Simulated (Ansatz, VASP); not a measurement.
**SnO in VASP and in Ansatz**

Contents of INCAR:

```
SYSTEM = SnO
PREC = Accurate
ENCUT = 600
EDIFF = 1E-6
ISMEAR = 0
SIGMA = 0.05
LREAL = .FALSE.
LASPH = .TRUE.
NELM = 120
ALGO = Normal
ISIF = 2
LWAVE = .FALSE.
LCHARG = .FALSE.
GGA = PS
NBANDS = 28
GGA_COMPAT = .FALSE.
```

The input KPOINTS:

```
regular mesh
0
G
  8 6 6
  0 0 0
```

Contents of POSCAR:

```
SnO
1.0
    3.3813427663      0.0382727572     -0.0557995702
    0.0647282507      5.7389189339     -0.0636449571
   -0.0702187065     -0.0473567456      4.2247178537
Sn O
2 2
Direct
   -0.0456047086      0.2060203637      0.5352165052
    0.4551941711      0.7881590280     -0.0260821773
    0.0259143122      0.9187460463      0.7382394452
    0.5644962252      0.0870745620      0.2526282269
```

Input for Ansatz:

```yaml
crystal:
  lattice:
    - [3.3813427663, 0.0382727572, -0.0557995702]
    - [0.0647282507, 5.7389189339, -0.0636449571]
    - [-0.0702187065, -0.0473567456, 4.2247178537]
  atoms:
    - { symbol: Sn, position: [-0.0456047086, 0.2060203637, 0.5352165052] }
    - { symbol: Sn, position: [0.4551941711, 0.788159028, -0.0260821773] }
    - { symbol: O, position: [0.0259143122, 0.9187460463, 0.7382394452] }
    - { symbol: O, position: [0.5644962252, 0.087074562, 0.2526282269] }
basis:
  ecutwfc: 420
kpoints:
  mp_grid: { grid: [8, 6, 6] }
hamiltonian:
  xc: pbesol
scf:
  occupations: { method: gaussian, width: 0.05 }
output:
  forces: true
  stress: true
  eigenvalues: true
```

Change from the starting cell: all atoms moved at random (sigma 0.15 Å a component), cell strained at random (sigma 0.03).

Alike in both runs: task single point; functional PBEsol; k mesh 8 × 6 × 6; occupations gaussian, width 0.05 eV; no spin polarisation.

|  | VASP | Ansatz |
| --- | --- | --- |
| version | VASP 6.6.1 | Ansatz 0.2.0 |
| potentials or method | VASP PAW PBE potentials, release 64 (Sn_d, O), cutoff 600 eV | scalar-relativistic, plane waves, PAW |
| valence electrons in the cell | 40 | 40 |

|  | VASP | Ansatz | Ansatz less VASP |
| --- | --- | --- | --- |
| gap on the k mesh at the Fermi level (eV) | 1.49 | 1.50 | +0.013 |
| least direct gap on the mesh (eV) | 2.11 | 2.13 | +0.013 |
| pressure (GPa) | 13.5 | 13.4 | -0.04 |
| traceless stress, the component that is largest in VASP (GPa) | 11.36 | 11.28 | -0.076 |
| rms of the force components (eV/Å) | 2.430 | 2.410 | -0.0206 |

VASP's potentials were made for PBE, not for PBEsol. Atom by atom the forces differ by 0.030 eV/Å (rms over components). With one functional, cell and mesh, what is left measures potentials, basis and numerics.
